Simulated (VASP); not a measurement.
# Si5Sn in VASP: a series of runs, part 2 of 2

VASP 6.6.1. The steps go on from the part before.

## (3) Relaxation of cell and atoms, PBE

This run uses another cell than the first one, of 17.40 Å³/atom.

INCAR reads:

```
SYSTEM = Si5Sn
  PREC = Accurate
  ENCUT = 600
  EDIFF = 1E-6
  ISMEAR = 0
  SIGMA = 0.1
  LREAL = .False.
  LASPH = .True.
  NELM = 100
  ALGO = Normal
  ISIF = 3
  LWAVE = .False.
  LCHARG = .False.
  GGA = PE
  IBRION = 2
  NSW = 100
  EDIFFG = -0.01
```

KPOINTS reads:

```
Automatic mesh
0
Gamma
  12 12 10
  0 0 0
```

POSCAR reads:

```
Si5Sn
1.0
    5.2751207685      0.0000000000      0.0000000000
   -2.6375603842      4.5683885936      0.0000000000
    0.0000000000      0.0000000000      4.3315924206
Si Sn
5 1
Direct
    0.5000000000      0.5000000000      0.0000000000
    0.3333333333      0.6666666667      0.5000000000
    0.0000000000      0.5000000000      0.0000000000
    0.5000000000      0.0000000000      0.0000000000
    0.6666666667      0.3333333333      0.5000000000
    0.0000000000      0.0000000000      0.5000000000
```

Potentials or basis: VASP PAW PBE potentials, release 64 (Si, Sn_d).

Run with:

```console
cat potpaw_PBE.64/Si/POTCAR potpaw_PBE.64/Sn_d/POTCAR > POTCAR
mpirun -np 1 vasp_std > vasp.out
```

OUTCAR:

```text
SYSTEM = Si5Sn
   PREC = Accurate
   ENCUT = 600
   EDIFF = 1E-6
   ISMEAR = 0
   LREAL = .False.
   LASPH = .True.
   NELM = 100
   ISIF = 3
   GGA = PE
   IBRION = 2
   NSW = 100
   EDIFFG = -0.01

 ion  position               nearest neighbor table
   1  0.500  0.500  0.000-   3 2.64   3 2.64   4 2.64   4 2.64   2 2.65   5 2.65   2 2.65   5 2.65
                             6 3.41   6 3.41   6 3.41   6 3.41
   2  0.333  0.667  0.500-   3 2.65   3 2.65   4 2.65   4 2.65   1 2.65   1 2.65   6 3.05   5 3.05
                             5 3.05   6 3.05   6 3.05   5 3.05
   3  0.000  0.500  0.000-   1 2.64   1 2.64   4 2.64   4 2.64   2 2.65   5 2.65   2 2.65   5 2.65
                             6 3.41   6 3.41   6 3.41   6 3.41
   4  0.500  0.000  0.000-   1 2.64   1 2.64   3 2.64   3 2.64   2 2.65   5 2.65   2 2.65   5 2.65
                             6 3.41   6 3.41   6 3.41   6 3.41
   5  0.667  0.333  0.500-   3 2.65   3 2.65   4 2.65   4 2.65   1 2.65   1 2.65   6 3.05   2 3.05
                             2 3.05   6 3.05   6 3.05   2 3.05
   6  0.000  0.000  0.500-   2 3.05   5 3.05   5 3.05   2 3.05   5 3.05   2 3.05   4 3.41   4 3.41
                             4 3.41   4 3.41   3 3.41   3 3.41   3 3.41   3 3.41   1 3.41   1 3.41

  LATTYP: Found a hexagonal cell.
 ALAT       =     5.2751207685
 C/A-ratio  =     0.8211361617

  Lattice vectors:

 A1 = (   5.2751207685,   0.0000000000,   0.0000000000)
 A2 = (  -2.6375603842,   4.5683885936,   0.0000000000)
 A3 = (   0.0000000000,   0.0000000000,   4.3315924206)

Analysis of symmetry for initial positions (statically):
[... 304 lines left out ...]
 number of electron      33.9999999 magnetization

------------------------ aborting loop because EDIFF is reached ----------------------------------------
[... 75 lines left out ...]
--------------------------------------- Ionic step       10  -------------------------------------------

 number of electron      33.9999997 magnetization

 Free energy of the ion-electron system (eV)
  ---------------------------------------------------
  ext. energy  EPLUGINS =         0.00000000
  ---------------------------------------------------
  free energy    TOTEN  =       -27.86209807 eV

  energy without entropy =      -27.84678446  energy(sigma->0) =      -27.85444126

 E-fermi :   8.9868     XC(G=0): -10.7353

 val. band max:        8.9815097575   @ k =   0.2500   0.2500   0.2000
 cond. band min:       8.9930914973   @ k =   0.2500   0.2500   0.5000
 fundamental gap:      0.0115817398
 Fermi energy:         8.9867914478

 k-point     1 :       0.0000    0.0000    0.0000
  band No.  band energies     occupation
      1     -12.7075      2.00000
      2     -12.6897      2.00000
      3     -12.6897      2.00000
      4     -12.6875      2.00000
      5     -12.6875      2.00000
      6      -4.6097      2.00000
[... 565 lines left out ...]
     20      10.1727      0.00000
     21      10.6821      0.00000

 [... further k-points ...]

------------------------ aborting loop because EDIFF is reached ----------------------------------------

  FORCE on cell =-STRESS in cart. coord.  units (eV):
  Direction    XX          YY          ZZ          XY          YZ          ZX
  --------------------------------------------------------------------------------------
  -------------------------------------------------------------------------------------
  Total       -0.0099852     -0.0099852     -0.0182103     -0.0000000     -0.0000000      0.0000000
  in kB       -0.1530823     -0.1530823     -0.2791796     -0.0000000     -0.0000000      0.0000000
  external PRESSURE =      -0.1951147 kB  Pullay stress =       0.0000000 kB
[... 21 lines left out ...]
  FREE ENERGIE OF THE ION-ELECTRON SYSTEM (eV)
  ---------------------------------------------------
  free  energy   TOTEN  =       -27.8620980727 eV

  energy  without entropy=      -27.8467844570  energy(sigma->0) =      -27.85444126

 reached required accuracy - stopping structural energy minimisation
```

CONTCAR:

```text
Si5Sn
   1.00000000000000
     5.3834126847181771    0.0000000000011715   -0.0000000000000000
    -2.6917063423070475    4.6621721440717909   -0.0000000000000002
    -0.0000000000000001    0.0000000000000000    4.1638739535067382
  Si              Sn
     5     1
Direct
     0.5000000000000000    0.5000000000000000    0.0000000000000000
     0.3333333332999970    0.6666666667000030    0.5000000000000000
     0.0000000000000000    0.5000000000000000    0.0000000000000000
     0.5000000000000000    0.0000000000000000    0.0000000000000000
     0.6666666667000030    0.3333333332999970    0.5000000000000000
     0.0000000000000000    0.0000000000000000    0.5000000000000000

  0.00000000E+00  0.00000000E+00  0.00000000E+00
  0.00000000E+00  0.00000000E+00  0.00000000E+00
  0.00000000E+00  0.00000000E+00  0.00000000E+00
  0.00000000E+00  0.00000000E+00  0.00000000E+00
  0.00000000E+00  0.00000000E+00  0.00000000E+00
  0.00000000E+00  0.00000000E+00  0.00000000E+00
```

Run time: 33 min. Hardware: 1 thread of Intel Xeon 8259CL, shared host; peak memory 0.45 GiB.

Results:

```yaml
Free_energy: -27.8621 eV
Relaxed_volume: 17.42 Å³/atom
Relaxed_cell: a = 5.383 Å, b = 5.383 Å, c = 4.164 Å, α = 90.00°, β = 90.00°, γ = 120.00°
Space_group_after_relaxing_to_0.1_Å: P6/mmm (No. 191)
Energy_gained_by_relaxing: 5.3 meV/atom
Ionic_steps: 10
Pressure_after_relaxing: 0.0 GPa
Band_gap_on_the_k_mesh: zero (bands 17 and 18 overlap by 3.57 eV)
```

Step by step:
```csv
step,energy change (eV),largest force (eV/Å),pressure (GPa),volume (Å³)
1,0.0000,0.0000,0.05,104.39
2,-0.0015,0.0000,0.00,104.46
3,-0.0054,0.0000,-0.19,104.69
4,-0.0196,0.0000,-0.58,105.11
5,-0.0082,0.0000,-0.43,105.82
6,-0.0302,0.0000,-0.63,105.40
7,-0.0307,0.0000,-0.39,105.15
8,-0.0308,0.0000,-0.44,105.20
9,-0.0313,0.0000,-0.32,105.01
10,-0.0320,0.0000,-0.02,104.51
```

Final structure:
```yaml
crystal:
  lattice:
    - [5.38341, 0.00000, 0.00000]
    - [-2.69171, 4.66217, 0.00000]
    - [0.00000, 0.00000, 4.16387]
  atoms:
    - { symbol: Si, position: [0.50000, 0.50000, 0.00000] }
    - { symbol: Si, position: [0.33333, 0.66667, 0.50000] }
    - { symbol: Si, position: [0.00000, 0.50000, 0.00000] }
    - { symbol: Si, position: [0.50000, 0.00000, 0.00000] }
    - { symbol: Si, position: [0.66667, 0.33333, 0.50000] }
    - { symbol: Sn, position: [0.00000, 0.00000, 0.50000] }
```

Caveat: spin-orbit coupling is left out, which moves the levels of the heavy elements.

## (4) Single point, PBE

INCAR reads:

```
SYSTEM = Si5Sn
PREC = Accurate
ENCUT = 520
EDIFF = 1E-6
ISMEAR = 0
SIGMA = 0.1
LREAL = .FALSE.
LASPH = .TRUE.
NELM = 100
ALGO = Normal
ISIF = 2
LWAVE = .FALSE.
LCHARG = .TRUE.
GGA = PE
LELF = .TRUE.
LVHAR = .TRUE.
NBANDS = 26
```

KPOINTS reads:

```
regular mesh
0
G
  6 6 4
  0 0 0
```

POSCAR reads:

```
Si5Sn
1.0
    5.0943873827      0.0000000000      0.0000000000
   -2.5471936913      4.4118688901      0.0000000000
    0.0000000000      0.0000000000      4.6596442784
Si Sn
5 1
Direct
    0.5053506588      0.5053506588      0.0000000000
    0.3333333333      0.6666666667      0.5000000000
    0.0000000000      0.4946493412      0.0000000000
    0.4946493412      0.0000000000      0.0000000000
    0.6666666667      0.3333333333      0.5000000000
    0.0000000000      0.0000000000      0.5000000000
```

Run with:

```console
cat potpaw_PBE.64/Si/POTCAR potpaw_PBE.64/Sn_d/POTCAR > POTCAR
mpirun -np 1 vasp_std > vasp.out
```

Wall time 34 s (1 thread of AMD EPYC 9R45 (Zen 5), shared host); peak memory 0.21 GiB.

The run converged. Its results:

```yaml
Free_energy: -27.8429 eV
Pressure: 0.1 GPa
Largest_force: 0.003 eV/Å
Band_gap_on_the_k_mesh: zero (bands 17 and 18 overlap by 3.98 eV)
```

Forces in eV/Å, atoms in the order of the input:
```
Si  -0.002 -0.003  0.000
Si   0.000  0.000  0.000
Si  -0.002  0.003  0.000
Si   0.003  0.000  0.000
Si   0.000  0.000  0.000
Sn   0.000  0.000  0.000
```

Stress tensor (GPa, compression positive):
```
0.05 0.00 0.00
0.00 0.05 0.00
0.00 0.00 0.15
```

Levels at points of the mesh, in eV from the Fermi level:
```tsv
k point	band 14	band 15	band 16	band 17	band 18	band 19	band 20	band 21
(0.00, 0.00, 0.00)	-4.33	-1.59	-0.89	0.15	0.15	0.40	0.40	0.56
(0.50, 0.00, 0.00)	-2.04	-1.49	-0.65	-0.15	-0.13	0.08	0.50	0.54
(0.00, 0.00, 0.50)	-3.98	-2.93	-2.93	-2.88	-2.88	-0.73	1.30	1.50
(0.50, 0.00, 0.50)	0.64	0.75	0.77	1.10	1.42	1.93	2.08	2.21
```

Caveat: spin-orbit coupling is left out, which moves the levels of the heavy elements.

## (5) Single point, PBE

This run uses another cell than the first one, of 17.40 Å³/atom.

INCAR reads:

```
SYSTEM = Si5Sn
  ALGO = Normal
  EDIFF = 1E-7
  ENCUT = 520
  GGA = PE
  ISIF = 2
  ISMEAR = 0
  LASPH = .True.
  LCHARG = .True.
  LELF = .True.
  LREAL = .False.
  LVHAR = .True.
  LWAVE = .False.
  NBANDS = 26
  NELM = 100
  PREC = Accurate
  SIGMA = 0.1
```

KPOINTS reads:

```
k-points
0
Gamma
  12 12 8
  0 0 0
```

POSCAR reads:

```
Si5Sn
1.0
    5.2751207685      0.0000000000      0.0000000000
   -2.6375603842      4.5683885936      0.0000000000
    0.0000000000      0.0000000000      4.3315924206
Si Sn
5 1
Direct
    0.5000000000      0.5000000000      0.0000000000
    0.3333333333      0.6666666667      0.5000000000
    0.0000000000      0.5000000000      0.0000000000
    0.5000000000      0.0000000000      0.0000000000
    0.6666666667      0.3333333333      0.5000000000
    0.0000000000      0.0000000000      0.5000000000
```

Run with:

```console
cat potpaw_PBE.64/Si/POTCAR potpaw_PBE.64/Sn_d/POTCAR > POTCAR
mpirun -np 1 vasp_std > vasp.out
```

Wall time 2 min (1 thread of AMD EPYC 9R45 (Zen 5), shared host); peak memory 0.33 GiB.

It converged, with:

```
Free energy            : -27.8992 eV
Pressure               : 0.0 GPa
Band gap on the k mesh : zero (bands 17 and 18 overlap by 3.70 eV)
```

Levels at points of the mesh, in eV from the Fermi level:
| k point | band 15 | band 16 | band 17 | band 18 | band 19 | band 20 |
| --- | --- | --- | --- | --- | --- | --- |
| (0.00, 0.00, 0.00) | -1.07 | -0.68 | 0.29 | 0.29 | 1.02 | 1.02 |
| (0.50, 0.00, 0.00) | -1.54 | -0.84 | -0.57 | -0.19 | -0.12 | 0.40 |
| (0.00, 0.00, 0.50) | -2.99 | -2.99 | -2.85 | -2.85 | -1.14 | 3.25 |
| (0.50, 0.00, 0.50) | 0.06 | 0.34 | 0.52 | 0.64 | 1.45 | 1.48 |

Caveat: spin-orbit coupling is left out, which moves the levels of the heavy elements.

## (6) Single point, PBE

This run uses another cell than the first one, of 17.42 Å³/atom.

INCAR reads:

```
ALGO = Normal ; EDIFF = 1E-6
ENCUT = 520 ; GGA = PE
ISIF = 2 ; ISMEAR = 0
LASPH = T ; LCHARG = T
LELF = T ; LREAL = F
LVHAR = T ; LWAVE = F
NBANDS = 26 ; NELM = 100
PREC = Accurate ; SIGMA = 0.1
```

KPOINTS reads:

```
k-points
0
Gamma
  12 12 10
```

POSCAR, as its differences from that of step 5:

```diff
@@ -2,5 +2,5 @@
 1.0
-    5.2751207685      0.0000000000      0.0000000000
-   -2.6375603842      4.5683885936      0.0000000000
-    0.0000000000      0.0000000000      4.3315924206
+    5.3831514061      0.0000000000      0.0000000000
+   -2.6915757030      4.6619458702      0.0000000000
+    0.0000000000      0.0000000000      4.1642441676
 Si Sn
```

Potentials or basis: VASP PAW PBE potentials, release 64 (Si, Sn_d).

Run with:

```console
cat potpaw_PBE.64/Si/POTCAR potpaw_PBE.64/Sn_d/POTCAR > POTCAR
mpirun -np 1 vasp_std > vasp.out
```

It took 2 min on 1 thread of AMD EPYC 9R45 (Zen 5), shared host; peak memory 0.36 GiB.

It converged, with:

| Item | Value |
| --- | --- |
| Free energy | -27.8620 eV |
| Pressure | -0.1 GPa |
| Band gap on the k mesh | zero (bands 17 and 18 overlap by 3.57 eV) |

Levels at points of the mesh, in eV from the Fermi level:
```tsv
k point	band 14	band 15	band 16	band 17	band 18	band 19	band 20	band 21
(0.00, 0.00, 0.00)	-4.32	-1.11	-0.15	0.28	0.28	1.51	1.51	2.10
(0.50, 0.00, 0.00)	-2.18	-2.07	-1.26	-0.87	-0.06	0.25	0.61	0.66
(0.00, 0.00, 0.50)	-4.54	-3.04	-3.04	-2.85	-2.85	-1.39	4.40	4.80
(0.50, 0.00, 0.50)	-0.52	-0.30	0.10	0.15	0.18	1.15	1.18	1.34
```

Caveat: spin-orbit coupling is left out, which moves the levels of the heavy elements.

## (7) The runs side by side

```tsv
task	cell	k mesh	cutoff (eV)	gap on the mesh (eV)	pressure (GPa)	relaxed volume (Å³/atom)
relaxation of cell and atoms	relaxed from a = 5.094, b = 5.094, c = 4.660 Å, angles 90.0, 90.0, 120.0°, 6 atoms, atomic positions A	12 × 12 × 8	600	none	0.0	17.39
relaxation of cell and atoms	relaxed from a = 5.275, b = 5.275, c = 4.332 Å, angles 90.0, 90.0, 120.0°, 6 atoms, atomic positions A	12 × 12 × 10	600	none	0.0	17.42
single point	a = 5.094, b = 5.094, c = 4.660 Å, angles 90.0, 90.0, 120.0°, 6 atoms, atomic positions B	6 × 6 × 4	520	none	0.1	-
single point	a = 5.275, b = 5.275, c = 4.332 Å, angles 90.0, 90.0, 120.0°, 6 atoms, atomic positions A	12 × 12 × 8	520	none	0.0	-
single point	a = 5.383, b = 5.383, c = 4.164 Å, angles 90.0, 90.0, 120.0°, 6 atoms, atomic positions A	12 × 12 × 10	520	none	-0.1	-
```

Alike in all rows: level PBE; potentials or basis VASP PAW PBE potentials, release 64 (Si, Sn_d); no spin polarisation; smearing gaussian 0.1 eV.

Caveats: spin-orbit coupling is left out, which moves the levels of the heavy elements.

Total energies depend on the potentials used, so only differences within one code and one set of settings carry meaning.
